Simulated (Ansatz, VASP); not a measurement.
**HBr in VASP and in Ansatz**

```xyz
8
Lattice="3.3372 0.0000 0.0000 0.0000 7.5944 0.0000 0.0000 0.0000 7.6062" Properties=species:S:1:pos:R:3 pbc="T T T"
H     0.0000    0.0000    0.0000
H     0.0000    3.7972    3.8031
H     1.6686    0.0000    3.8031
H     1.6686    3.7972    0.0000
Br    1.6686    0.0000    0.0000
Br    1.6686    3.7972    3.8031
Br    0.0000    0.0000    3.8031
Br    0.0000    3.7972    0.0000
```

Alike in both runs: task single point; functional r2SCAN; k mesh 8 × 4 × 4; occupations gaussian, width 0.02 eV; no spin polarisation.

|  | VASP | Ansatz |
| --- | --- | --- |
| version | VASP 6.6.1 | Ansatz 0.2.0 |
| potentials or method | VASP PAW PBE potentials, release 64 (H, Br), cutoff 520 eV | scalar-relativistic, plane waves, PAW |
| valence electrons in the cell | 32 | 32 |

VASP gave:

* gap on the k mesh at the Fermi level (eV): 1.70
* least direct gap on the mesh (eV): 1.84
* pressure (GPa): 0.0
* traceless stress, the component that is largest in VASP (GPa): 0.04

**Question.** Which values does Ansatz return?

**Answer.** gap on the k mesh at the Fermi level (eV): 1.70; least direct gap on the mesh (eV): 1.84; pressure (GPa): 0.1; traceless stress, the component that is largest in VASP (GPa): 0.10.

VASP's potentials were made for PBE, not for r2SCAN.
